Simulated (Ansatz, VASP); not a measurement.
**TeRu3 in VASP and in Ansatz**

```xyz
4
Lattice="3.9568 0.0000 0.0000 0.0000 3.9568 0.0000 0.0000 0.0000 3.9568" Properties=species:S:1:pos:R:3 pbc="T T T"
Te    0.0000    0.0000    0.0000
Ru    0.0000    1.9784    1.9784
Ru    1.9784    0.0000    1.9784
Ru    1.9784    1.9784    0.0000
```

Alike in both runs: functional PBE; k mesh 4 × 4 × 4; occupations gaussian, width 0.1 eV; no spin polarisation.

Ansatz relaxed the structure, and its values are those at the end. VASP's run is a single point on that final structure, the one shown.

|  | VASP | Ansatz |
| --- | --- | --- |
| version | VASP 6.6.1 | Ansatz 0.2.0 |
| potentials or method | VASP PAW PBE potentials, release 64 (Te, Ru_pv), cutoff 520 eV | scalar-relativistic, plane waves, PAW |
| valence electrons in the cell | 48 | 64 |

VASP gave:

```
gap on the k mesh at the Fermi level (eV) : none
pressure (GPa)                            : -0.3
```

Q: Which values does Ansatz return?

A: gap on the k mesh at the Fermi level (eV): none; pressure (GPa): -0.1.

A gap of «none» marks a metal or a gap that the smearing closes. VASP's potentials hold 48 valence electrons a cell and Ansatz's 64, so a difference there can come from the potentials and not from the codes.

The k mesh is coarse, so the values compare programs but aren't converged. Neither program's run includes spin-orbit coupling.
